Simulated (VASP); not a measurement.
# CdS (P6_3/mmc) in VASP: a series of runs

CdS is run at these levels: PBE, r2SCAN; tasks: single point.

Everything below comes from runs of VASP 6.6.1. Logs are shortened: lines on timing, memory, paths and dates and some standing lists are left out, and cuts for length are marked.

**1. The cell of the first run**

Symmetry: P6_3/mmc, No. 194, hexagonal system. The conventional cell has a = 4.409 Å, b = 4.409 Å, c = 5.895 Å, α = 90.00°, β = 90.00°, γ = 120.00°. Within 3.4 Å of Cd (site symmetry -6m2) lie 5 S at 2.55 to 2.95 Å. Within 3.4 Å of S (site symmetry -6m2) lie 5 Cd at 2.55 to 2.95 Å.

**2. Single point, PBE (uniaxial z strain +2.5%)**

File INCAR:

```
SYSTEM = CdS
PREC = Accurate
ENCUT = 520
EDIFF = 1E-7
ISMEAR = -1
SIGMA = 0.02
LREAL = .FALSE.
LASPH = .TRUE.
NELM = 60
ALGO = Normal
ISIF = 2
LWAVE = .FALSE.
LCHARG = .TRUE.
GGA = PE
LELF = .TRUE.
LVHAR = .TRUE.
NBANDS = 26
```

File KPOINTS:

```
regular mesh
0
G
  6 6 4
  0 0 0
```

File POSCAR:

```
CdS
1.0
    4.4085296566      0.0000000000      0.0000000000
   -2.2042648283      3.8178986759      0.0000000000
    0.0000000000      0.0000000000      5.8946951923
Cd S
2 2
Direct
    0.3333333333      0.6666666667      0.2500000000
    0.6666666667      0.3333333333      0.7500000000
    0.6666666667      0.3333333333      0.2500000000
    0.3333333333      0.6666666667      0.7500000000
```

Potentials or basis: VASP PAW PBE potentials, release 64 (Cd, S).

The run is started by

```
> cat potpaw_PBE.64/Cd/POTCAR potpaw_PBE.64/S/POTCAR > POTCAR
> mpirun -np 1 vasp_std > vasp.out
```

OUTCAR:

```text
SYSTEM = CdS
   PREC = Accurate
   ENCUT = 520
   EDIFF = 1E-7
   ISMEAR = -1
   LREAL = .FALSE.
   LASPH = .TRUE.
   NELM = 60
   ISIF = 2
   GGA = PE

 ion  position               nearest neighbor table
   1  0.333  0.667  0.250-   3 2.55   3 2.55   3 2.55   4 2.95   4 2.95
   2  0.667  0.333  0.750-   4 2.55   4 2.55   4 2.55   3 2.95   3 2.95
   3  0.667  0.333  0.250-   1 2.55   1 2.55   1 2.55   2 2.95   2 2.95
   4  0.333  0.667  0.750-   2 2.55   2 2.55   2 2.55   1 2.95   1 2.95

  LATTYP: Found a hexagonal cell.
 ALAT       =     4.4085296566
 C/A-ratio  =     1.3371113844

  Lattice vectors:

 A1 = (   4.4085296566,   0.0000000000,   0.0000000000)
 A2 = (  -2.2042648283,   3.8178986759,   0.0000000000)
 A3 = (   0.0000000000,   0.0000000000,   5.8946951923)

Analysis of symmetry for initial positions (statically):
=====================================================================
 Subroutine PRICEL returns:
 Original cell was already a primitive cell.

 Routine SETGRP: Setting up the symmetry group for a
 hexagonal supercell.

 Subroutine GETGRP returns: Found 24 space group operations
 (whereof 12 operations were pure point group operations)
 out of a pool of 24 trial point group operations.

The static configuration has the point symmetry D_3d.
 The point group associated with its full space group is D_6h.

Analysis of symmetry for dynamics (positions and initial velocities):
=====================================================================
 Subroutine PRICEL returns:
 Original cell was already a primitive cell.

 Routine SETGRP: Setting up the symmetry group for a
 hexagonal supercell.

 Subroutine GETGRP returns: Found 24 space group operations
 (whereof 12 operations were pure point group operations)
 out of a pool of 24 trial point group operations.

The dynamic configuration has the point symmetry D_3d.
 The point group associated with its full space group is D_6h.

 Subroutine INISYM returns: Found 24 space group operations
 (whereof 12 operations are pure point group operations),
 and found     1 'primitive' translations

----------------------------------------------------------------------------------------

                                     Primitive cell

  volume of cell :      99.2155

  direct lattice vectors                    reciprocal lattice vectors
     4.408529657  0.000000000  0.000000000     0.226832998  0.130962093  0.000000000
    -2.204264828  3.817898676  0.000000000     0.000000000  0.261924185  0.000000000
     0.000000000  0.000000000  5.894695192     0.000000000  0.000000000  0.169644056

[... 84 lines left out ...]
   LREAL  =      F    real-space projection
   EDIFFG = 0.1E-05   stopping-criterion for IOM
   NSW    =      0    number of steps for IOM
   IBRION =     -1    ionic relax: 0-MD 1-quasi-New 2-CG
   NFREE  =      0    steps in history (QN), initial steepest desc. (CG)
   ISIF   =      2    stress and relaxation
   ISYM   =      2    0-nonsym 1-usesym 2-fastsym
   POTIM  = 0.5000    time-step for ionic-motion
   TEBEG  =    0.0;   TEEND  =   0.0 temperature during run
   PSTRESS=    0.0 pullay stress
   NELECT =      36.0000    total number of electrons
   NUPDOWN=      -1.0000    fix difference up-down
   EMIN   =  10.00;   EMAX   =-10.00  energy-range for DOS
   EFERMI =   0.00;   METHOD = LEGACY
   ISMEAR =    -1;   SIGMA  =   0.02  broadening in eV -4-tet -1-fermi 0-gaus
   EFERMI_NEDOS =   21; number of points for ismear=-14 and -15
   IALGO  =     38    algorithm
   IMIX   =      4    mixing-type and parameters
     AMIX     =   0.40;   BMIX     =  1.00
     AMIX_MAG =   1.60;   BMIX_MAG =  1.00
  volume/ion in A,a.u.               =      24.80       167.38
  Fermi-wavevector in a.u.,A,eV,Ry     =   1.167658  2.206555 18.550540  1.363426
  Thomas-Fermi vector in A             =   2.304156
   LORBIT       =      0    0 simple, 1 ext, 2 COOP (PROOUT), +10 PAW based schemes
   GGA     = PE    functional components
   LHFCALC =     F    Hartree Fock is set to
   AEXX    =    0.0000 exact exchange contribution
   IVDW    =     0    specifies the selected vdW correction
   LEPSILON=     F    determine dielectric tensor
   LRPA    =     F    only Hartree local field effects (RPA)
 non-spin polarized calculation
  energy-cutoff  :      520.00
  volume of cell :       99.22
 maximum number of plane-waves:      2688
 NGX is ok and might be reduce to    36
   NGX = 17   NGY = 17   NGZ = 21

 number of electron      36.0000007 magnetization

 Free energy of the ion-electron system (eV)
  ---------------------------------------------------
  ext. energy  EPLUGINS =         0.00000000
  ---------------------------------------------------
  free energy    TOTEN  =       -11.93140774 eV

  energy without entropy =      -11.93140774  energy(sigma->0) =      -11.93140774

 E-fermi :   1.7663     XC(G=0):  -9.1764

 val. band max:        1.3038311822   @ k =   0.3333   0.3333   0.5000
 cond. band min:       2.3799356938   @ k =   0.0000   0.0000   0.0000
 fundamental gap:      1.0761045116
 Fermi energy:         1.7662827493

 k-point     1 :       0.0000    0.0000    0.0000
  band No.  band energies     occupation
      1     -10.9298      2.00000
      2     -10.3051      2.00000
      3      -6.4062      2.00000
      4      -6.4062      2.00000
      5      -6.3957      2.00000
      6      -6.3957      2.00000
[... 598 lines left out ...]
     25       9.2419      0.00000
     26       9.2419      0.00000

------------------------ aborting loop because EDIFF is reached ----------------------------------------

  FORCE on cell =-STRESS in cart. coord.  units (eV):
  Direction    XX          YY          ZZ          XY          YZ          ZX
  --------------------------------------------------------------------------------------
  -------------------------------------------------------------------------------------
  Total        0.5160309      0.5160309     -0.0291197      0.0000000      0.0000000      0.0000000
  in kB        8.3331035      8.3331035     -0.4702378      0.0000000      0.0000000      0.0000000
  external PRESSURE =       5.3986564 kB  Pullay stress =       0.0000000 kB

 VOLUME and BASIS-vectors are now :
 -----------------------------------------------------------------------------
  energy-cutoff  :      520.00
  volume of cell :       99.22
      direct lattice vectors                 reciprocal lattice vectors
     4.408529657  0.000000000  0.000000000     0.226832998  0.130962093  0.000000000
    -2.204264828  3.817898676  0.000000000     0.000000000  0.261924185  0.000000000
     0.000000000  0.000000000  5.894695192     0.000000000  0.000000000  0.169644056

 POSITION                                       TOTAL-FORCE (eV/Angst)
 -----------------------------------------------------------------------------------
     -0.00000      2.54527      1.47367         0.000000      0.000000      0.000000
      2.20426      1.27263      4.42102        -0.000000     -0.000000      0.000000
      2.20426      1.27263      1.47367        -0.000000     -0.000000      0.000000
     -0.00000      2.54527      4.42102         0.000000      0.000000      0.000000
 -----------------------------------------------------------------------------------
    total drift:                                0.000000     -0.000000      0.000000

  FREE ENERGIE OF THE ION-ELECTRON SYSTEM (eV)
  ---------------------------------------------------
  free  energy   TOTEN  =       -11.9314077407 eV

  energy  without entropy=      -11.9314077407  energy(sigma->0) =      -11.93140774
```

OSZICAR:

```text
N       E                     dE             d eps       ncg     rms          rms(c)
DAV:   1     0.246346395998E+03    0.24635E+03   -0.17577E+04  1092   0.127E+03
DAV:   2     0.486601460296E+00   -0.24586E+03   -0.23683E+03  1180   0.319E+02
DAV:   3    -0.129828181902E+02   -0.13469E+02   -0.13389E+02  1346   0.747E+01
DAV:   4    -0.131268228592E+02   -0.14400E+00   -0.14384E+00  1232   0.730E+00
DAV:   5    -0.131289743820E+02   -0.21515E-02   -0.21514E-02  1300   0.905E-01    0.104E+01
DAV:   6    -0.119617701688E+02    0.11672E+01   -0.20365E+00  1366   0.144E+01    0.851E+00
DAV:   7    -0.119334325346E+02    0.28338E-01   -0.73631E-01  1166   0.456E+00    0.426E+00
DAV:   8    -0.119330165324E+02    0.41600E-03   -0.82318E-02  1192   0.288E+00    0.511E-01
DAV:   9    -0.119309669409E+02    0.20496E-02   -0.16840E-02  1226   0.153E+00    0.154E-01
DAV:  10    -0.119312308271E+02   -0.26389E-03   -0.15557E-03  1190   0.370E-01    0.122E-01
DAV:  11    -0.119313038985E+02   -0.73071E-04   -0.15242E-04  1244   0.753E-02    0.119E-01
DAV:  12    -0.119314013624E+02   -0.97464E-04   -0.12397E-04  1122   0.599E-02    0.504E-02
DAV:  13    -0.119314072883E+02   -0.59259E-05   -0.33559E-05  1222   0.567E-02    0.182E-02
DAV:  14    -0.119314078565E+02   -0.56816E-06   -0.23938E-06  1204   0.143E-02    0.816E-03
DAV:  15    -0.119314077528E+02    0.10366E-06   -0.15602E-06  1156   0.641E-03    0.280E-03
DAV:  16    -0.119314077407E+02    0.12122E-07   -0.11065E-07  1014   0.211E-03
   1 F= -.11931408E+02 E0= -.11931408E+02  d E =-.244667E-11
```

stdout:

```text
POSCAR found type information on POSCAR CdS
 POSCAR found :  2 types and       4 ions
 scaLAPACK will be used
 LDA part: xc-table for (Slater+PW92), standard interpolation
 POSCAR, INCAR and KPOINTS ok, starting setup
 FFT: planning ... GRIDC
 FFT: planning ... GRID_SOFT
 FFT: planning ... GRID
 WAVECAR not read
 entering main loop
```

It took 54 s on 1 thread of Intel Xeon 6975P-C, shared host; peak memory 0.25 GiB.

Results:

| Quantity | Value |
| --- | --- |
| Free energy | -11.9314 eV |
| Pressure | 0.5 GPa |
| Band gap on the k mesh | 1.08 eV, indirect (least direct gap 1.27 eV) |

Stress tensor (GPa, compression positive):
```
 0.83  0.00  0.00
 0.00  0.83  0.00
 0.00  0.00 -0.05
```

Caveat: the cell differs from its parent crystal (uniaxial z strain +2.5%).

**3. Single point, r2SCAN (uniaxial z strain +2.5%)**

POSCAR is that of step 2.

File INCAR.step1:

```
ALGO = Normal
EDIFF = 1E-4
ENCUT = 520
GGA = PE
ISMEAR = 0
LASPH = True
LCHARG = False
LREAL = False
LWAVE = True
NBANDS = 26
NELM = 60
PREC = Accurate
SIGMA = 0.01
```

File INCAR.step2:

```
ALGO = Normal
EDIFF = 1E-6
ENCUT = 520
ISIF = 2
ISMEAR = 0
ISTART = 1
LASPH = True
LCHARG = True
LELF = True
LMIXTAU = True
LREAL = False
LVHAR = True
LWAVE = False
METAGGA = R2SCAN
NBANDS = 26
NELM = 60
PREC = Accurate
SIGMA = 0.01
```

File KPOINTS:

```
k-points
0
Gamma
  6 6 4
```

Potentials or basis: VASP PAW PBE potentials, release 64 (Cd, S).

The run is started by

```
> cat potpaw_PBE.64/Cd/POTCAR potpaw_PBE.64/S/POTCAR > POTCAR
> cp INCAR.step1 INCAR
> mpirun -np 1 vasp_std > vasp.out
> cp INCAR.step2 INCAR
> mpirun -np 1 vasp_std > vasp.out
```

OUTCAR:

```text
EDIFF = 1E-6
   ENCUT = 520
   ISIF = 2
   ISMEAR = 0
   ISTART = 1
   LASPH = True
   LREAL = False
   METAGGA = R2SCAN
   NELM = 60
   PREC = Accurate

 ion  position               nearest neighbor table
   1  0.333  0.667  0.250-   3 2.55   3 2.55   3 2.55   4 2.95   4 2.95
   2  0.667  0.333  0.750-   4 2.55   4 2.55   4 2.55   3 2.95   3 2.95
   3  0.667  0.333  0.250-   1 2.55   1 2.55   1 2.55   2 2.95   2 2.95
   4  0.333  0.667  0.750-   2 2.55   2 2.55   2 2.55   1 2.95   1 2.95

[... 805 lines left out ...]
  FORCE on cell =-STRESS in cart. coord.  units (eV):
  Direction    XX          YY          ZZ          XY          YZ          ZX
  --------------------------------------------------------------------------------------
  -------------------------------------------------------------------------------------
  Total       -0.3900502     -0.3900502     -0.9050572      0.0000000      0.0000000      0.0000000
  in kB       -6.2987089     -6.2987089    -14.6152787      0.0000000      0.0000000      0.0000000
  external PRESSURE =      -9.0708989 kB  Pullay stress =       0.0000000 kB

 VOLUME and BASIS-vectors are now :
 -----------------------------------------------------------------------------
  energy-cutoff  :      520.00
  volume of cell :       99.22
      direct lattice vectors                 reciprocal lattice vectors
     4.408529657  0.000000000  0.000000000     0.226832998  0.130962093  0.000000000
    -2.204264828  3.817898676  0.000000000     0.000000000  0.261924185  0.000000000
     0.000000000  0.000000000  5.894695192     0.000000000  0.000000000  0.169644056

 POSITION                                       TOTAL-FORCE (eV/Angst)
 -----------------------------------------------------------------------------------
     -0.00000      2.54527      1.47367         0.000000      0.000000      0.000000
      2.20426      1.27263      4.42102        -0.000000      0.000000      0.000000
      2.20426      1.27263      1.47367         0.000000      0.000000      0.000000
     -0.00000      2.54527      4.42102         0.000000     -0.000000      0.000000
 -----------------------------------------------------------------------------------
    total drift:                                0.000000     -0.000000      0.000000

  FREE ENERGIE OF THE ION-ELECTRON SYSTEM (eV)
  ---------------------------------------------------
  free  energy   TOTEN  =       -59.0536865048 eV

  energy  without entropy=      -59.0536865048  energy(sigma->0) =      -59.05368650
```

OSZICAR.step1:

```text
N       E                     dE             d eps       ncg     rms          rms(c)
DAV:   1     0.246346425855E+03    0.24635E+03   -0.17577E+04  1092   0.127E+03
DAV:   2     0.486601460291E+00   -0.24586E+03   -0.23683E+03  1180   0.319E+02
DAV:   3    -0.129828181902E+02   -0.13469E+02   -0.13389E+02  1346   0.747E+01
DAV:   4    -0.131268228592E+02   -0.14400E+00   -0.14384E+00  1232   0.730E+00
DAV:   5    -0.131289743820E+02   -0.21515E-02   -0.21514E-02  1300   0.905E-01    0.104E+01
DAV:   6    -0.119617701688E+02    0.11672E+01   -0.20365E+00  1366   0.144E+01    0.851E+00
DAV:   7    -0.119334325346E+02    0.28338E-01   -0.73631E-01  1166   0.456E+00    0.426E+00
DAV:   8    -0.119330165322E+02    0.41600E-03   -0.82318E-02  1192   0.288E+00    0.511E-01
DAV:   9    -0.119309669410E+02    0.20496E-02   -0.16840E-02  1226   0.153E+00    0.154E-01
DAV:  10    -0.119312308271E+02   -0.26389E-03   -0.15557E-03  1190   0.370E-01    0.122E-01
DAV:  11    -0.119313030917E+02   -0.72265E-04   -0.14435E-04  1016   0.753E-02
   1 F= -.11931303E+02 E0= -.11931303E+02  d E =-.957749E-30
```

Wall time 2.9 min (1 thread of Intel Xeon 6975P-C, shared host); peak memory 0.27 GiB.

What came out:

* Free energy: -59.0537 eV
* Pressure: -0.9 GPa
* Band gap on the k mesh: 1.57 eV, indirect (least direct gap 1.76 eV)

Caveat: the cell differs from its parent crystal (uniaxial z strain +2.5%); the PAW data sets were made with another functional, which shifts forces and pressure a little. A k mesh can miss the band edges.
